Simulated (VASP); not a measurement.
# Mg (Fm-3m) in VASP: notebook

The runs below take Mg through single point, with PBE.

Everything below comes from runs of VASP 6.6.1. Logs are shortened: lines on timing, memory, paths and dates and some standing lists are left out, and cuts for length are marked.

**1. The cell of the first run**

Symmetry: Fm-3m, No. 225, cubic system. The conventional cell has a = 3.590 Å, b = 3.590 Å, c = 3.590 Å, α = 90.00°, β = 90.00°, γ = 90.00°. Within 3.4 Å of Mg (site symmetry m-3m) lie 12 Mg at 2.54 Å.

**2. Single point, PBE (volume scaled by 0.5)**

INCAR reads:

```
SYSTEM = Mg
PREC = Accurate
ENCUT = 520
EDIFF = 1E-7
ISMEAR = -1
SIGMA = 0.08
LREAL = .False.
LASPH = .True.
NELM = 60
ALGO = Normal
ISIF = 2
LWAVE = .False.
LCHARG = .False.
GGA = PE
NBANDS = 7
```

KPOINTS reads:

```
Automatic mesh
0
Gamma
  16 16 16
  0 0 0
```

POSCAR reads:

```
Mg
1.0
    0.0000000000      1.7949866579      1.7949866579
    1.7949866579      0.0000000000      1.7949866579
    1.7949866579      1.7949866579      0.0000000000
Mg
1
Direct
    0.0000000000      0.0000000000      0.0000000000
```

Potentials or basis: VASP PAW PBE potentials, release 64 (Mg).

Run with:

```console
> cat potpaw_PBE.64/Mg/POTCAR > POTCAR
> mpirun -np 1 vasp_std > vasp.out
```

OUTCAR:

```text
SYSTEM = Mg
   PREC = Accurate
   ENCUT = 520
   EDIFF = 1E-7
   ISMEAR = -1
   LREAL = .False.
   LASPH = .True.
   NELM = 60
   ISIF = 2
   GGA = PE

 ion  position               nearest neighbor table
   1  0.000  0.000  0.000-

  LATTYP: Found a face centered cubic cell.
 ALAT       =     3.5899733158

  Lattice vectors:

 A1 = (   0.0000000000,   1.7949866579,   1.7949866579)
 A2 = (   1.7949866579,   0.0000000000,   1.7949866579)
 A3 = (   1.7949866579,   1.7949866579,   0.0000000000)

Analysis of symmetry for initial positions (statically):
=====================================================================
 Subroutine PRICEL returns:
 Original cell was already a primitive cell.

 Routine SETGRP: Setting up the symmetry group for a
 face centered cubic supercell.

 Subroutine GETGRP returns: Found 48 space group operations
 (whereof 48 operations were pure point group operations)
 out of a pool of 48 trial point group operations.

The static configuration has the point symmetry O_h .

Analysis of symmetry for dynamics (positions and initial velocities):
=====================================================================
 Subroutine PRICEL returns:
 Original cell was already a primitive cell.

 Routine SETGRP: Setting up the symmetry group for a
 face centered cubic supercell.

 Subroutine GETGRP returns: Found 48 space group operations
 (whereof 48 operations were pure point group operations)
 out of a pool of 48 trial point group operations.

The dynamic configuration has the point symmetry O_h .

 Subroutine INISYM returns: Found 48 space group operations
 (whereof 48 operations are pure point group operations),
 and found     1 'primitive' translations

----------------------------------------------------------------------------------------

                                     Primitive cell

  volume of cell :      11.5668

  direct lattice vectors                    reciprocal lattice vectors
     0.000000000  1.794986658  1.794986658    -0.278553603  0.278553603  0.278553603
     1.794986658  0.000000000  1.794986658     0.278553603 -0.278553603  0.278553603
     1.794986658  1.794986658  0.000000000     0.278553603  0.278553603 -0.278553603

  length of vectors
     2.538494476  2.538494476  2.538494476     0.482468992  0.482468992  0.482468992

  position of ions in fractional coordinates (direct lattice)
[... 70 lines left out ...]
   ICHARG =      2    charge: 1-file 2-atom 10-const
   ISPIN  =      1    spin polarized calculation?
   LNONCOLLINEAR =      F non collinear calculations
   LSORBIT =      F    spin-orbit coupling
   LASPH  =      T    aspherical Exc in radial PAW
   ENCUT  =  520.0 eV  38.22 Ry    6.18 a.u.   4.72  4.72  4.72*2*pi/ulx,y,z
   NELM   =     60;   NELMIN=  2; NELMDL= -5     # of ELM steps
   EDIFF  = 0.1E-06   stopping-criterion for ELM
   LREAL  =      F    real-space projection
   EDIFFG = 0.1E-05   stopping-criterion for IOM
   NSW    =      0    number of steps for IOM
   IBRION =     -1    ionic relax: 0-MD 1-quasi-New 2-CG
   NFREE  =      0    steps in history (QN), initial steepest desc. (CG)
   ISIF   =      2    stress and relaxation
   ISYM   =      2    0-nonsym 1-usesym 2-fastsym
   POTIM  = 0.5000    time-step for ionic-motion
   TEBEG  =    0.0;   TEEND  =   0.0 temperature during run
   PSTRESS=    0.0 pullay stress
   NELECT =       2.0000    total number of electrons
   NUPDOWN=      -1.0000    fix difference up-down
   EMIN   =  10.00;   EMAX   =-10.00  energy-range for DOS
   EFERMI =   0.00;   METHOD = LEGACY
   ISMEAR =    -1;   SIGMA  =   0.08  broadening in eV -4-tet -1-fermi 0-gaus
   EFERMI_NEDOS =   21; number of points for ismear=-14 and -15
   IALGO  =     38    algorithm
   IMIX   =      4    mixing-type and parameters
     AMIX     =   0.40;   BMIX     =  1.00
     AMIX_MAG =   1.60;   BMIX_MAG =  1.00
  volume/ion in A,a.u.               =      11.57        78.06
  Fermi-wavevector in a.u.,A,eV,Ry     =   0.912039  1.723505 11.317542  0.831816
  Thomas-Fermi vector in A             =   2.036389
   LORBIT       =      0    0 simple, 1 ext, 2 COOP (PROOUT), +10 PAW based schemes
   GGA     = PE    functional components
   LHFCALC =     F    Hartree Fock is set to
   AEXX    =    0.0000 exact exchange contribution
   IVDW    =     0    specifies the selected vdW correction
   LEPSILON=     F    determine dielectric tensor
   LRPA    =     F    only Hartree local field effects (RPA)
 non-spin polarized calculation
  energy-cutoff  :      520.00
  volume of cell :       11.57
 maximum number of plane-waves:       331
   NGX =  9   NGY =  9   NGZ =  9

 number of electron       2.0000000 magnetization

 Free energy of the ion-electron system (eV)
  ---------------------------------------------------
  ext. energy  EPLUGINS =         0.00000000
  ---------------------------------------------------
  free energy    TOTEN  =         0.41588992 eV

  energy without entropy =        0.42211641  energy(sigma->0) =        0.41900316

 E-fermi :   7.4801     XC(G=0): -10.9193

 val. band max:        7.4788810800   @ k =  -0.3750   0.3750   0.0625
 cond. band min:       7.5668419676   @ k =  -0.2500   0.4375   0.1875
 fundamental gap:      0.0879608877
 Fermi energy:         7.4800787798

 k-point     1 :       0.0000    0.0000    0.0000
  band No.  band energies     occupation
      1      -2.9160      2.00000
      2      24.7664      0.00000
      3      24.7664      0.00000
      4      24.7664      0.00000
      5      28.1937      0.00000
      6      31.3846      0.00000
      7      31.3846      0.00000
[... 221 lines left out ...]
 k-point    24 :      -0.0625    0.0625    0.0000
  band No.  band energies     occupation
      1      -2.5465      2.00000
      2      21.6316      0.00000
      3      23.5512      0.00000
      4      25.1247      0.00000
      5      30.0098      0.00000
      6      30.1457      0.00000
      7      30.7390      0.00000

 [... further k-points ...]
[... 5 lines left out ...]
  --------------------------------------------------------------------------------------
  -------------------------------------------------------------------------------------
  Total        6.7800667      6.7800667      6.7800667      0.0000000      0.0000000      0.0000000
  in kB      939.1411706    939.1411706    939.1411706      0.0000000      0.0000000      0.0000000
  external PRESSURE =     939.1411706 kB  Pullay stress =       0.0000000 kB

 VOLUME and BASIS-vectors are now :
 -----------------------------------------------------------------------------
  energy-cutoff  :      520.00
  volume of cell :       11.57
      direct lattice vectors                 reciprocal lattice vectors
     0.000000000  1.794986658  1.794986658    -0.278553603  0.278553603  0.278553603
     1.794986658  0.000000000  1.794986658     0.278553603 -0.278553603  0.278553603
     1.794986658  1.794986658  0.000000000     0.278553603  0.278553603 -0.278553603

 POSITION                                       TOTAL-FORCE (eV/Angst)
 -----------------------------------------------------------------------------------
      0.00000      0.00000      0.00000         0.000000      0.000000      0.000000
 -----------------------------------------------------------------------------------
    total drift:                                0.000000      0.000000     -0.000000

  FREE ENERGIE OF THE ION-ELECTRON SYSTEM (eV)
  ---------------------------------------------------
  free  energy   TOTEN  =         0.4158899165 eV

  energy  without entropy=        0.4221164093  energy(sigma->0) =        0.41900316
```

Wall time 22 s (1 thread of Intel Xeon 8259CL, shared host); peak memory 0.13 GiB.

Results:

```
Free energy            : 0.4159 eV
Pressure               : 93.9 GPa
Band gap on the k mesh : zero (band 1 reaches 9.19 eV, above the bottom of band 2 at 6.18 eV)
```

**3. Single point, PBE (volume scaled by 0.6)**

INCAR reads:

```
ALGO = Normal ; EDIFF = 1E-6
ENCUT = 520 ; GGA = PE
ISIF = 2 ; ISMEAR = -1
LASPH = True ; LCHARG = False
LREAL = False ; LWAVE = False
NBANDS = 7 ; NELM = 80
PREC = Accurate ; SIGMA = 0.08
```

KPOINTS reads:

```
k-points
0
Gamma
  16 16 16
```

POSCAR reads:

```
Mg
1.0
    0.0000000000      1.9074579536      1.9074579536
    1.9074579536      0.0000000000      1.9074579536
    1.9074579536      1.9074579536      0.0000000000
Mg
1
Direct
    0.0000000000      0.0000000000      0.0000000000
```

Potentials or basis: VASP PAW PBE potentials, release 64 (Mg).

Run with:

```console
> cat potpaw_PBE.64/Mg/POTCAR > POTCAR
> mpirun -np 1 vasp_std > vasp.out
```

It took 25 s on 1 thread of Intel Xeon 8259CL, shared host; peak memory 0.13 GiB.

It converged, with:

```yaml
Free_energy: -0.5768 eV
Pressure: 48.7 GPa
Band_gap_on_the_k_mesh: zero (band 1 reaches 7.72 eV, above the bottom of band 2 at 4.61 eV)
```

Levels at points of the mesh, in eV from the Fermi level:
| k point | band 1 | band 2 | band 3 | band 4 |
| --- | --- | --- | --- | --- |
| (0.00, 0.00, 0.00) | -9.36 | 15.87 | 15.87 | 15.87 |
| (0.50, 0.00, 0.00) | -2.55 | -1.27 | 14.28 | 14.28 |
| (0.50, 0.50, 0.00) | -0.23 | 0.87 | 7.00 | 10.20 |

**4. Single point, PBE (volume scaled by 0.7)**

INCAR reads:

```
PREC = Accurate
ENCUT = 520
EDIFF = 1E-6
ISMEAR = -1
SIGMA = 0.08
LREAL = False
LASPH = True
NELM = 80
ALGO = Normal
ISIF = 2
LWAVE = False
LCHARG = True
GGA = PE
LELF = True
LVHAR = True
NBANDS = 7
```

KPOINTS reads:

```
regular mesh
0
Gamma
  16 16 16
```

POSCAR reads:

```
Mg
1.0
    0.0000000000      2.0080317254      2.0080317254
    2.0080317254      0.0000000000      2.0080317254
    2.0080317254      2.0080317254      0.0000000000
Mg
1
Direct
    0.0000000000      0.0000000000      0.0000000000
```

Run with:

```console
> cat potpaw_PBE.64/Mg/POTCAR > POTCAR
> mpirun -np 1 vasp_std > vasp.out
```

It took 25 s on 1 thread of Intel Xeon 8259CL, shared host; peak memory 0.14 GiB.

It converged, with:

| Property | Result |
| --- | --- |
| Free energy | -1.0933 eV |
| Pressure | 25.2 GPa |
| Band gap on the k mesh | zero (band 1 reaches 6.42 eV, above the bottom of band 2 at 3.46 eV) |

Levels at points of the mesh, in eV from the Fermi level:
```csv
k point,band 1,band 2,band 3,band 4
"(0.00, 0.00, 0.00)",-8.55,14.72,14.72,14.72
"(0.50, 0.00, 0.00)",-2.29,-1.26,13.31,13.31
"(0.50, 0.50, 0.00)",-0.26,0.92,6.75,9.07
```

**5. Single point, PBE (volume scaled by 0.8)**

INCAR reads:

```
SYSTEM = Mg
PREC = Accurate ; ENCUT = 520
EDIFF = 1E-6 ; ISMEAR = -1
SIGMA = 0.08 ; LREAL = .FALSE.
LASPH = .TRUE. ; NELM = 100
ALGO = Normal ; ISIF = 2
LWAVE = .FALSE. ; LCHARG = .FALSE.
GGA = PE ; NBANDS = 7
```

KPOINTS reads:

```
Automatic mesh
0
G
  16 16 16
  0 0 0
```

POSCAR reads:

```
Mg
1.0
    0.0000000000      2.0994291310      2.0994291310
    2.0994291310      0.0000000000      2.0994291310
    2.0994291310      2.0994291310      0.0000000000
Mg
1
Direct
    0.0000000000      0.0000000000      0.0000000000
```

Run with:

```console
> cat potpaw_PBE.64/Mg/POTCAR > POTCAR
> mpirun -np 1 vasp_std > vasp.out
```

Run time: 23 s. Hardware: 1 thread of Intel Xeon 8259CL, shared host; peak memory 0.15 GiB.

It converged, with:

| Property | Result |
| --- | --- |
| Free energy | -1.3538 eV |
| Pressure | 12.1 GPa |
| Band gap on the k mesh | zero (band 1 reaches 5.43 eV, above the bottom of band 2 at 2.57 eV) |

Levels at points of the mesh, in eV from the Fermi level:
```
           k point  band 1  band 2  band 3  band 4
(0.00, 0.00, 0.00)   -7.89   13.78   13.78   13.78
(0.50, 0.00, 0.00)   -2.06   -1.26   12.50   12.50
(0.50, 0.50, 0.00)   -0.26    0.91    6.51    8.19
```

**6. The runs side by side**

```csv
cell,gap on the mesh (eV),pressure (GPa)
"a = 2.538 Å, angles 60.0°, 1 atom",none,93.9
"a = 2.698 Å, angles 60.0°, 1 atom",none,48.7
"a = 2.840 Å, angles 60.0°, 1 atom",none,25.2
"a = 2.969 Å, angles 60.0°, 1 atom",none,12.1
```

Alike in all rows: task single point; level PBE; potentials or basis VASP PAW PBE potentials, release 64 (Mg); no spin polarisation; k mesh 16 × 16 × 16; cutoff (eV) 520; smearing fermi-dirac 0.08 eV.

Absolute energies hang on the potentials; compare differences alone.
